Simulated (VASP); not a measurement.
Write the native input for VASP 6.6.1 that does the following.

* Task: single point
* Functional: PBE
* Potentials or basis: VASP PAW PBE potentials, release 64 (B, As)
* Cutoff: 500 eV
* k mesh: 5 × 5 × 5
* Occupations: gaussian, width 0.01 eV
* Spin: no spin polarisation
* Dipole correction: no
* Further INCAR settings: ALGO = Normal; EDIFF = 1e-06; NBANDS = 11

The structure of BAs lies in POSCAR:

```
BAs
1.0
    3.3778490000      0.0000000000      0.0000000000
    1.6889245000      2.9253030441      0.0000000000
    1.6889245000      0.9751010147      2.7580021594
B As
1 1
Direct
    0.0000000000      0.0000000000      0.0000000000
    0.2500000000      0.2500000000      0.2500000000
```

The input as run:

INCAR

```
SYSTEM = BAs
ALGO = Normal
EDIFF = 1E-6
ENCUT = 500
GGA = PE
GGA_COMPAT = .FALSE.
ISIF = 2
ISMEAR = 0
LASPH = .TRUE.
LCHARG = .TRUE.
LELF = .TRUE.
LREAL = .FALSE.
LVHAR = .TRUE.
LWAVE = .FALSE.
NBANDS = 11
NELM = 120
PREC = Accurate
SIGMA = 0.01
```

KPOINTS

```
k-points
0
G
  5 5 5
  0 0 0
```

Potentials or basis: VASP PAW PBE potentials, release 64 (B, As).

Command:

```sh
$ cat potpaw_PBE.64/B/POTCAR potpaw_PBE.64/As/POTCAR > POTCAR
$ mpirun -np 1 vasp_std > vasp.out
```

It gave:

| Item | Value |
| --- | --- |
| Pressure | 3.6 GPa |
| Band gap on the k mesh | 1.17 eV, indirect (least direct gap 3.27 eV) |

Caveat: the k points lie up to 0.46 Å⁻¹ apart.

Run time: 4.3 s on 1 thread of Intel(R) Xeon(R) 6975P-C (Granite Rapids) (shared host), peak memory 0.15 GiB.
